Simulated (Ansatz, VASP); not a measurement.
# Two plane-wave programs on Mg2Sn

```
CELL_PARAMETERS angstrom
0.00000 3.38050 3.38050
3.38050 0.00000 3.38050
3.38050 3.38050 0.00000
ATOMIC_POSITIONS crystal
Mg 0.25000 0.25000 0.25000
Mg 0.75000 0.75000 0.75000
Sn 0.00000 0.00000 0.00000
```

Alike in both runs: task single point; functional r2SCAN; k mesh 8 × 8 × 8; occupations gaussian, width 0.05 eV; no spin polarisation.

|  | VASP | Ansatz |
| --- | --- | --- |
| version | VASP 6.6.1 | Ansatz 0.2.0 |
| potentials or method | VASP PAW PBE potentials, release 64 (Mg, Sn_d), cutoff 660 eV | scalar-relativistic, plane waves, PAW |
| valence electrons in the cell | 18 | 34 |

|  | VASP | Ansatz | Ansatz less VASP |
| --- | --- | --- | --- |
| gap on the k mesh at the Fermi level (eV) | 0.17 | 0.20 | +0.022 |
| least direct gap on the mesh (eV) | 2.00 | 2.01 | +0.017 |
| pressure (GPa) | -0.2 | 0.0 | +0.18 |

VASP's potentials were made for PBE, not for r2SCAN. The functional is the same, so the differences come from potentials, cutoffs and numerics. VASP's potentials hold 18 valence electrons a cell and Ansatz's 34, so a difference there can come from the potentials and not from the codes.
